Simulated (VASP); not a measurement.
A run of VASP 6.6.1 is set up as follows.

INCAR

```
SYSTEM = SnO
PREC = Accurate ; ENCUT = 1000
EDIFF = 1E-8 ; ISMEAR = -1
SIGMA = 0.01 ; LREAL = .False.
LASPH = .True. ; NELM = 120
ALGO = Normal ; ISIF = 2
LWAVE = .False. ; LCHARG = .False.
GGA = PE ; LEFG = .True.
NBANDS = 28 ; GGA_COMPAT = .False.
```

The input KPOINTS:

```
regular mesh
0
Gamma
  8 8 6
  0 0 0
```

POSCAR

```
SnO
1.0
    3.8271795418      0.0000000000      0.0000000000
    0.0000000000      3.8271795418      0.0000000000
    0.0000000000      0.0000000000      4.8680274234
Sn O
2 2
Direct
    0.0000000000      0.5000000000      0.2385000000
    0.5000000000      0.0000000000      0.7615000000
    0.0000000000      0.0000000000      0.0000000000
    0.5000000000      0.5000000000      0.0000000000
```

Potentials or basis: VASP PAW PBE potentials, release 64 (Sn_d, O_h).

Run with:

```sh
$ cat potpaw_PBE.64/Sn_d/POTCAR potpaw_PBE.64/O_h/POTCAR > POTCAR
$ mpirun -np 1 vasp_std > vasp.out
```

Estimate the largest force.

0.146 eV/Å.

Estimate the band gap on the k mesh.

0.10 eV (least direct gap 1.98 eV).

Estimate the pressure.

2.5 GPa.

Stress tensor (GPa, compression positive):
```
2.79 0.00 0.00
0.00 2.79 0.00
0.00 0.00 2.04
```

Caveat: semilocal functionals underestimate gaps, and a narrow one can read as zero; without QUAD_EFG the Cq values of the log hold for a quadrupole moment of 1 mb, not for the nuclei; spin-orbit coupling is left out, which moves the levels of the heavy elements. A k mesh can miss the band edges.
